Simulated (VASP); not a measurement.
# KTmI4 (R-3m) in VASP: relaxation of cell and atoms with PBE

Aim: the relaxation of cell and atoms of KTmI4 with PBE.

Program: VASP 6.6.1. These are calculated values, not measurements. Logs are shortened: lines on timing, memory, paths and dates and some standing lists are left out, and cuts for length are marked.

**1. The cell of the first run**

The structure is trigonal, space group R-3m (No. 166). Conventional cell: a = 6.023 Å, b = 6.023 Å, c = 24.871 Å, α = 90.00°, β = 90.00°, γ = 120.00°. Within 4.6 Å of K (site symmetry -3m) lie 8 I at 3.53 to 4.10 Å. Within 4.6 Å of Tm (site symmetry -3m) lie 12 I at 3.53 to 4.00 Å. Within 3.4 Å of I (site symmetry 3m) lie 1 I at 2.59 Å. Within 3.8 Å of I (site symmetry 3m) lie 7 I at 2.59 to 3.74 Å and 3 Tm at 3.53 Å and 1 K at 3.53 Å.

The cell was generated, and may not be a known phase.

**2. Relaxation of cell and atoms, PBE**

Input file INCAR:

```
SYSTEM = KTmI4
PREC = Accurate
ENCUT = 500
EDIFF = 1E-7
ISMEAR = 0
SIGMA = 0.15
LREAL = .FALSE.
LASPH = .TRUE.
NELM = 200
ALGO = Normal
ISIF = 3
LWAVE = .FALSE.
LCHARG = .FALSE.
GGA = PE
IBRION = 2
NSW = 36
EDIFFG = -0.08
GGA_COMPAT = .FALSE.
NELMIN = 4
LMAXMIX = 6
```

Input file KPOINTS:

```
Automatic mesh
0
G
  3 3 3
  0 0 0
```

Input file POSCAR:

```
KTmI4
1.0
    3.0117472300      1.7388330800      8.2904849500
   -3.0117472300      1.7388330800      8.2904849500
    0.0000000000     -3.4776661500      8.2904849500
K Tm I
1 1 4
Direct
    0.5000000000      0.5000000000      0.5000000000
    0.0000000000      0.0000000000      0.0000000000
    0.2538837600      0.2538837600      0.2538837600
    0.7461162400      0.7461162400      0.7461162400
    0.6421266100      0.6421266100      0.6421266100
    0.3578733900      0.3578733900      0.3578733900
```

Potentials or basis: VASP PAW PBE potentials, release 64 (K_sv, Tm_3, I), 4f in core.

Command:

```console
cat potpaw_PBE.64/K_sv/POTCAR potpaw_PBE.64/Tm_3/POTCAR potpaw_PBE.64/I/POTCAR > POTCAR
mpirun -np 1 vasp_std > vasp.out
```

OUTCAR:

```text
SYSTEM = KTmI4
   PREC = Accurate
   ENCUT = 500
   EDIFF = 1E-7
   ISMEAR = 0
   LREAL = .FALSE.
   LASPH = .TRUE.
   NELM = 200
   ISIF = 3
   GGA = PE
   IBRION = 2
   NSW = 36
   EDIFFG = -0.08
   NELMIN = 4

 ion  position               nearest neighbor table
   1  0.500  0.500  0.500-   5 3.53   6 3.53
   2  0.000  0.000  0.000-   5 3.53   5 3.53   6 3.53   6 3.53   5 3.53   6 3.53
   3  0.254  0.254  0.254-   6 2.59
   4  0.746  0.746  0.746-   5 2.59
   5  0.642  0.642  0.642-   4 2.59   2 3.53   2 3.53   2 3.53   1 3.53
   6  0.358  0.358  0.358-   3 2.59   2 3.53   2 3.53   2 3.53   1 3.53

  LATTYP: Found a trigonal (rhomboedric) cell.
 ALAT       =     8.9903449636
 COS(alpha) =     0.7755527319

  Lattice vectors:

 A1 = (   3.0117472300,   1.7388330800,   8.2904849500)
 A2 = (  -3.0117472300,   1.7388330800,   8.2904849500)
 A3 = (   0.0000000000,  -3.4776661500,   8.2904849500)

Analysis of symmetry for initial positions (statically):
=====================================================================
 Subroutine PRICEL returns:
 Original cell was already a primitive cell.

 Routine SETGRP: Setting up the symmetry group for a
 trigonal (rhombohedral) supercell.

 Subroutine GETGRP returns: Found 12 space group operations
 (whereof 12 operations were pure point group operations)
 out of a pool of 12 trial point group operations.

The static configuration has the point symmetry D_3d.

Analysis of symmetry for dynamics (positions and initial velocities):
=====================================================================
 Subroutine PRICEL returns:
 Original cell was already a primitive cell.

 Routine SETGRP: Setting up the symmetry group for a
 trigonal (rhombohedral) supercell.

 Subroutine GETGRP returns: Found 12 space group operations
 (whereof 12 operations were pure point group operations)
 out of a pool of 12 trial point group operations.

The dynamic configuration has the point symmetry D_3d.

 Subroutine INISYM returns: Found 12 space group operations
 (whereof 12 operations are pure point group operations),
 and found     1 'primitive' translations

----------------------------------------------------------------------------------------

                                     Primitive cell

  volume of cell :     260.4999

  direct lattice vectors                    reciprocal lattice vectors
     3.011747230  1.738833080  8.290484950     0.166016588  0.095849722  0.040206735
    -3.011747230  1.738833080  8.290484950    -0.166016588  0.095849722  0.040206735
     0.000000000 -3.477666150  8.290484950     0.000000000 -0.191699444  0.040206735

  length of vectors
     8.990344964  8.990344964  8.990344963     0.195870514  0.195870514  0.195870514

  position of ions in fractional coordinates (direct lattice)
     0.500000000  0.500000000  0.500000000
     0.000000000  0.000000000  0.000000000
     0.253883760  0.253883760  0.253883760
     0.746116240  0.746116240  0.746116240
     0.642126610  0.642126610  0.642126610
     0.357873390  0.357873390  0.357873390

  ion indices of the primitive-cell ions
   primitive index   ion index
                 1           1
                 2           2
                 3           3
                 4           4
                 5           5
                 6           6

----------------------------------------------------------------------------------------

 KPOINTS: Automatic mesh

Automatic generation of k-mesh.
 Grid dimensions read from file:
 generate k-points for:    3    3    3

 Generating k-lattice:

  Cartesian coordinates                     Fractional coordinates (reciprocal lattice)
     0.055338863  0.031949907  0.013402245     0.333333333 -0.000000000  0.000000000
    -0.055338863  0.031949907  0.013402245    -0.000000000  0.333333333  0.000000000
     0.000000000 -0.063899815  0.013402245     0.000000000  0.000000000  0.333333333

  Length of vectors
     0.065290171  0.065290171  0.065290171

  Shift w.r.t. Gamma in fractional coordinates (k-lattice)
     0.000000000  0.000000000  0.000000000

 Subroutine IBZKPT returns following result:
 ===========================================

 Found      6 irreducible k-points:

 Following reciprocal coordinates:
            Coordinates               Weight
  0.000000  0.000000  0.000000      1.000000
  0.333333 -0.000000 -0.000000      6.000000
  0.333333  0.333333 -0.000000      6.000000
 -0.333333  0.333333  0.000000      6.000000
  0.333333  0.333333  0.333333      2.000000
 -0.333333  0.333333  0.333333      6.000000
   k-points           NKPTS =      6   k-points in BZ     NKDIM =      6   number of bands    NBANDS=     27
   number of dos      NEDOS =    301   number of ions     NIONS =      6
   total plane-waves  NPLWV = 343000
   dimension x,y,z NGX =    70 NGY =   70 NGZ =   70
   dimension x,y,z NGXF=   140 NGYF=  140 NGZF=  140
   ions per type =               1   1   4
   NGX,Y,Z   is equivalent  to a cutoff of  12.94, 12.94, 12.94 a.u.
   NGXF,Y,Z  is equivalent  to a cutoff of  25.89, 25.89, 25.89 a.u.
 SYSTEM =  KTmI4
   PREC   = accura    normal or accurate (medium, high low for compatibility)
   ISTART =      0    job   : 0-new  1-cont  2-samecut
   ICHARG =      2    charge: 1-file 2-atom 10-const
   ISPIN  =      1    spin polarized calculation?
   LNONCOLLINEAR =      F non collinear calculations
   LSORBIT =      F    spin-orbit coupling
   LASPH  =      T    aspherical Exc in radial PAW
   ENCUT  =  500.0 eV  36.75 Ry    6.06 a.u.  16.39 16.39 16.39*2*pi/ulx,y,z
   NELM   =    200;   NELMIN=  4; NELMDL= -5     # of ELM steps
   EDIFF  = 0.1E-06   stopping-criterion for ELM
   LREAL  =      F    real-space projection
   EDIFFG = -.8E-01   stopping-criterion for IOM
   NSW    =     36    number of steps for IOM
   IBRION =      2    ionic relax: 0-MD 1-quasi-New 2-CG
   NFREE  =      1    steps in history (QN), initial steepest desc. (CG)
   ISIF   =      3    stress and relaxation
   ISYM   =      2    0-nonsym 1-usesym 2-fastsym
   POTIM  = 0.5000    time-step for ionic-motion
   TEBEG  =    0.0;   TEEND  =   0.0 temperature during run
   PSTRESS=    0.0 pullay stress
   NELECT =      46.0000    total number of electrons
   NUPDOWN=      -1.0000    fix difference up-down
   EMIN   =  10.00;   EMAX   =-10.00  energy-range for DOS
   EFERMI =   0.00;   METHOD = LEGACY
   ISMEAR =     0;   SIGMA  =   0.15  broadening in eV -4-tet -1-fermi 0-gaus
   EFERMI_NEDOS =   21; number of points for ismear=-14 and -15
   IALGO  =     38    algorithm
   IMIX   =      4    mixing-type and parameters
     AMIX     =   0.40;   BMIX     =  1.00
     AMIX_MAG =   1.60;   BMIX_MAG =  1.00
  volume/ion in A,a.u.               =      43.42       292.99
  Fermi-wavevector in a.u.,A,eV,Ry     =   0.918456  1.735630 11.477344  0.843561
  Thomas-Fermi vector in A             =   2.043539
   LORBIT       =      0    0 simple, 1 ext, 2 COOP (PROOUT), +10 PAW based schemes
   GGA     = PE    functional components
   LHFCALC =     F    Hartree Fock is set to
   AEXX    =    0.0000 exact exchange contribution
   IVDW    =     0    specifies the selected vdW correction
   LEPSILON=     F    determine dielectric tensor
   LRPA    =     F    only Hartree local field effects (RPA)
 conjugate gradient relaxation of ions
 non-spin polarized calculation
 Gauss-broadening in eV      SIGMA  =   0.15
  energy-cutoff  :      500.00
  volume of cell :      260.50
 maximum number of plane-waves:      6622
 NGX is ok and might be reduce to    70
   NGX = 33   NGY = 33   NGZ = 33

--------------------------------------- Ionic step        1  -------------------------------------------

 number of electron      46.0000000 magnetization

 Free energy of the ion-electron system (eV)
  ---------------------------------------------------
  ext. energy  EPLUGINS =         0.00000000
  ---------------------------------------------------
  free energy    TOTEN  =       -10.41742325 eV

  energy without entropy =      -10.32545676  energy(sigma->0) =      -10.37144000

------------------------ aborting loop because EDIFF is reached ----------------------------------------

  FORCE on cell =-STRESS in cart. coord.  units (eV):
  Direction    XX          YY          ZZ          XY          YZ          ZX
  --------------------------------------------------------------------------------------
  -------------------------------------------------------------------------------------
  Total       -4.3749161     -4.3749161     34.4827757     -0.0000000      0.0000000      0.0000000
  in kB      -26.9074607    -26.9074608    212.0826796     -0.0000000      0.0000001      0.0000000
  external PRESSURE =      52.7559194 kB  Pullay stress =       0.0000000 kB
[... 101 lines left out ...]
  FREE ENERGIE OF THE ION-ELECTRON SYSTEM (eV)
  ---------------------------------------------------
  free  energy   TOTEN  =       -16.1414814957 eV

  energy  without entropy=      -16.1414564157  energy(sigma->0) =      -16.14146896

[... ionic steps 4 to 17 ...]

--------------------------------------- Ionic step       18  -------------------------------------------

 number of electron      45.9999999 magnetization

------------------------ aborting loop because EDIFF is reached ----------------------------------------

  FORCE on cell =-STRESS in cart. coord.  units (eV):
  Direction    XX          YY          ZZ          XY          YZ          ZX
  --------------------------------------------------------------------------------------
  -------------------------------------------------------------------------------------
  Total        0.3752009      0.3752009      0.5056606      0.0000000      0.0000000      0.0000000
  in kB        2.4490029      2.4490029      3.3005368      0.0000000      0.0000000      0.0000000
  external PRESSURE =       2.7328475 kB  Pullay stress =       0.0000000 kB
[... 65 lines left out ...]
  energy  without entropy=      -17.7985559243  energy(sigma->0) =      -17.79877325

--------------------------------------- Ionic step       20  -------------------------------------------

 number of electron      45.9999996 magnetization

 Free energy of the ion-electron system (eV)
  ---------------------------------------------------
  ext. energy  EPLUGINS =         0.00000000
  ---------------------------------------------------
  free energy    TOTEN  =       -17.80307462 eV

  energy without entropy =      -17.80299824  energy(sigma->0) =      -17.80303643

 E-fermi :   2.3191     XC(G=0):  -7.8829

 val. band max:        1.9631607766   @ k =   0.0000   0.0000   0.0000
 cond. band min:       2.7119242952   @ k =  -0.3333   0.3333   0.3333
 fundamental gap:      0.7487635186
 Fermi energy:         2.3191145410

 k-point     1 :       0.0000    0.0000    0.0000
  band No.  band energies     occupation
      1     -26.5987      2.00000
      2     -25.6073      2.00000
      3     -25.4177      2.00000
      4     -25.4177      2.00000
      5     -11.9234      2.00000
      6     -11.1919      2.00000
[... 202 lines left out ...]
  FREE ENERGIE OF THE ION-ELECTRON SYSTEM (eV)
  ---------------------------------------------------
  free  energy   TOTEN  =       -17.8030746167 eV

  energy  without entropy=      -17.8029982403  energy(sigma->0) =      -17.80303643

 reached required accuracy - stopping structural energy minimisation
```

It took 22 min on 1 thread of Intel Xeon 6975P-C (Granite Rapids), shared host; peak memory 0.77 GiB.

What came out:

```
Free energy                           : -17.8031 eV
Relaxed volume                        : 41.35 Å³/atom
Relaxed cell                          : a = 12.450 Å, b = 12.450 Å, c = 12.450 Å, α = 22.51°, β = 22.51°, γ = 22.51°
Space group after relaxing (to 0.1 Å) : R-3m (No. 166)
Energy gained by relaxing             : 1230.9 meV/atom
Ionic steps                           : 20
Pressure after relaxing               : 0.0 GPa
Largest force after relaxing          : 0.055 eV/Å
Band gap on the k mesh                : 0.75 eV (least direct gap 0.87 eV)
```

Forces in eV/Å, atoms in the order of the input:
```
K    0.000  0.000  0.000
Tm   0.000  0.000  0.000
I    0.000  0.000  0.055
I    0.000  0.000 -0.055
I    0.000  0.000 -0.037
I    0.000  0.000  0.037
```

Step by step:
| step | energy change (eV) | largest force (eV/Å) | pressure (GPa) | volume (Å³) |
| --- | --- | --- | --- | --- |
| 1 | 0.0000 | 7.0373 | 5.28 | 260.50 |
| 2 | -5.7491 | 0.5584 | -3.40 | 309.73 |
| 3 | -5.7241 | 0.4343 | -3.22 | 303.30 |
| 4 | -5.7470 | 0.4804 | -3.34 | 307.26 |
| 5 | -6.7083 | 0.6143 | -1.52 | 266.09 |
| 6 | -6.8895 | 0.8034 | 0.21 | 247.28 |
| 7 | -6.8944 | 0.8554 | 0.73 | 242.95 |
| 8 | -7.0330 | 0.7267 | 0.68 | 243.80 |
| 9 | -7.2494 | 0.3551 | 0.76 | 245.50 |
| 10 | -7.2657 | 0.4114 | 0.92 | 246.08 |
| 11 | -7.2896 | 0.1664 | -0.80 | 263.20 |
| 12 | -7.3043 | 0.2569 | -0.20 | 256.43 |
| 13 | -7.3204 | 0.2075 | -0.17 | 255.10 |
| 14 | -7.3535 | 0.1018 | -0.08 | 251.11 |
| 15 | -7.3437 | 0.3033 | 0.18 | 243.23 |
| 16 | -7.3625 | 0.1087 | 0.01 | 248.02 |
| 17 | -7.3768 | 0.0460 | 0.13 | 246.91 |
| 18 | -7.3826 | 0.0728 | 0.27 | 245.46 |
| 19 | -7.3816 | 0.0772 | -0.35 | 251.23 |
| 20 | -7.3857 | 0.0555 | -0.02 | 248.13 |

Final structure:
```cif
data_structure
_symmetry_space_group_name_H-M 'P 1'
_symmetry_Int_Tables_number 1
_cell_length_a 12.4503
_cell_length_b 12.4503
_cell_length_c 12.4503
_cell_angle_alpha 22.510
_cell_angle_beta 22.510
_cell_angle_gamma 22.510
_cell_volume 248.13
loop_
_atom_site_label
_atom_site_type_symbol
_atom_site_fract_x
_atom_site_fract_y
_atom_site_fract_z
_atom_site_occupancy
K1 K 0.50000 0.50000 0.50000 1
Tm1 Tm 0.00000 0.00000 0.00000 1
I1 I 0.22518 0.22518 0.22518 1
I2 I 0.77482 0.77482 0.77482 1
I3 I 0.62895 0.62895 0.62895 1
I4 I 0.37105 0.37105 0.37105 1
```

Caveat: semilocal functionals underestimate gaps, and a narrow one can read as zero; a cell axis changed by over 15 % at a fixed basis, so the end point is rough; spin-orbit coupling is left out, which moves the levels of the heavy elements; the 4f electrons are frozen in the core, so they carry no moment and show no levels; the relaxation stopped at a loose force limit of 0.08 eV/Å, so its end isn't a converged minimum. Spin polarisation is off, so any magnetic state and its effect on volume and gap are missing.
